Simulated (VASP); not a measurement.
The system is GaSb.

```
Sb Ga
1.0
     0.00000    3.05900    3.05900
     3.05900    0.00000    3.05900
     3.05900    3.05900    0.00000
Sb Ga
1 1
Direct
  0.75000 0.75000 0.75000
  0.00000 0.00000 0.00000
```

Base run:

| Item | Value |
| --- | --- |
| Program | VASP 6.6.1 |
| Functional | PBEsol |
| Potentials or basis | VASP PAW PBE potentials, release 64 (Sb, Ga_d) |
| Cutoff | 520 eV |
| k mesh | 6 × 6 × 6 |
| Occupations | fermi-dirac, width 0.05 eV |
| Spin | non-collinear spin, zero start, spin-orbit coupling |
| Starting moments | [[0.0, 0.0, 0.0], [0.0, 0.0, 0.0]] μB |

Its results: pressure 0.1 GPa; net moment 0.00 μB per cell.

**Question.** The run is repeated on the same cell with these changes: functional from PBEsol to PBE. What comes out?

**Answer.** Pressure 2.6 GPa; net moment 0.00 μB per cell.

PBE binds less tightly than PBEsol, so the same cell stands under more pressure.

Caveats: the PAW data sets were made with another functional, which shifts forces and pressure a little (some runs).
